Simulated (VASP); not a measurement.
**SiGe: single point with LDA**

Crystal: SiGe.

```xyz
2
Lattice="0.0000 2.4597 2.7715 2.4597 0.0000 2.7715 2.4597 2.4597 0.0000" Properties=species:S:1:pos:R:3 pbc="T T T"
Si    0.0000    0.0000    0.0000
Ge    3.6895    3.6895    4.1572
```

This cell differs from its parent crystal: strain -0.1125 x Voigt [1, 1, 0, 0, 0, 0].

```
Program                : VASP 6.6.1
Task                   : single point
Functional             : LDA
Potentials or basis    : VASP PAW LDA potentials, release 64 (Si, Ge_d)
Cutoff                 : 520 eV
k mesh                 : 10 × 10 × 10
Occupations            : gaussian, width 0.05 eV
Spin                   : no spin polarisation
Dipole correction      : no
Further INCAR settings : ALGO = Normal; EDIFF = 1e-06; NBANDS = 16
```

```json
{
  "Pressure": "27.9 GPa",
  "Band gap on the k mesh": "zero (band 9 reaches 8.30 eV, above the bottom of band 10 at 7.62 eV)"
}
```

Stress tensor (GPa, compression positive):
```
31.82  0.00  0.00
 0.00 31.82  0.00
 0.00  0.00 20.10
```

Levels at points of the mesh, in eV from the Fermi level:
```csv
k point,band 5,band 6,band 7,band 8,band 9,band 10,band 11,band 12,band 13,band 14
"(0.00, 0.00, 0.00)",-24.73,-14.35,-0.77,0.39,0.39,2.54,2.54,2.95,3.87,7.42
"(0.50, 0.00, 0.00)",-24.73,-11.48,-8.59,-2.36,-0.85,0.99,3.68,4.08,7.60,11.01
"(0.50, 0.50, 0.00)",-24.72,-10.37,-9.51,-3.01,-3.01,0.77,1.33,11.43,11.43,13.04
"(0.50, 0.00, 0.50)",-24.72,-9.51,-8.56,-4.11,-4.07,-0.29,0.08,9.51,10.94,11.46
```

It used 30 s of CPU time on 1 thread of Intel Xeon 6975P-C (shared host).

Caveat: the cell differs from its parent crystal (strain -0.1125 x Voigt [1, 1, 0, 0, 0, 0]).
